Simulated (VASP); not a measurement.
Here is a VASP 6.6.1 calculation.

The input INCAR:

```
PREC = Accurate
ENCUT = 500
EDIFF = 1E-6
ISMEAR = 0
SIGMA = 0.05
LREAL = F
LASPH = T
NELM = 120
ALGO = Normal
ISIF = 2
LWAVE = F
LCHARG = T
GGA = PE
LELF = T
LVHAR = T
NBANDS = 37
GGA_COMPAT = F
```

The input KPOINTS:

```
Automatic mesh
0
Gamma
  8 8 8
```

File POSCAR:

```
BaOs3
1.0
    4.1850759742      0.0000000000      0.0000000000
    0.0000000000      4.1850759742      0.0000000000
    0.0000000000      0.0000000000      4.1850759742
Ba Os
1 3
Direct
    0.0000000000      0.0000000000      0.0000000000
    0.0000000000      0.5000000000      0.5000000000
    0.5000000000      0.5000000000      0.0000000000
    0.5000000000      0.0000000000      0.5000000000
```

Potentials or basis: VASP PAW PBE potentials, release 64 (Ba_sv, Os_sv_GW).

The run is started by

```bash
$ cat potpaw_PBE.64/Ba_sv/POTCAR potpaw_PBE.64/Os_sv_GW/POTCAR > POTCAR
$ mpirun -np 1 vasp_std > vasp.out
```

(1) Predict the pressure.

(2) Estimate the band gap on the k mesh.

Answers

(1) 2.9 GPa.

(2) zero (band 29 reaches 10.41 eV, above the bottom of band 30 at 8.36 eV).

Caveat: spin-orbit coupling is left out, which moves the levels of the heavy elements.
